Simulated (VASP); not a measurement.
# Zn: single point with RPBE

Zn:

```
CELL_PARAMETERS angstrom
5.04268 0.00000 0.00000
0.00000 5.04268 0.00000
0.00000 0.00000 5.04268
ATOMIC_POSITIONS crystal
Zn 0.00000 0.00000 0.00000
Zn 0.50000 0.50000 0.50000
Zn 0.25000 0.00000 0.50000
Zn 0.75000 0.00000 0.50000
Zn 0.50000 0.25000 0.00000
Zn 0.50000 0.75000 0.00000
Zn 0.00000 0.50000 0.25000
Zn 0.00000 0.50000 0.75000
```

```
Program             : VASP 6.6.1
Task                : single point
Functional          : RPBE
Potentials or basis : VASP PAW PBE potentials, release 64 (Zn)
Cutoff              : 500 eV
k mesh              : 5 × 5 × 5
Occupations         : fermi-dirac, width 0.1 eV
Spin                : no spin polarisation
```

* Pressure: 0.4 GPa
* Band gap on the k mesh: zero (band 48 reaches 4.57 eV, above the bottom of band 49 at 2.15 eV)

Levels at points of the mesh, in eV from the Fermi level:
| k point | band 46 | band 47 | band 48 | band 49 | band 50 | band 51 |
| --- | --- | --- | --- | --- | --- | --- |
| (0.00, 0.00, 0.00) | -3.17 | -3.17 | 1.69 | 1.69 | 2.45 | 2.45 |

It took 92 s on 1 thread of Intel Xeon 6975P-C, on a shared host, peak memory 0.25 GiB.

Caveat: the PAW data sets were made with another functional, which shifts forces and pressure a little.
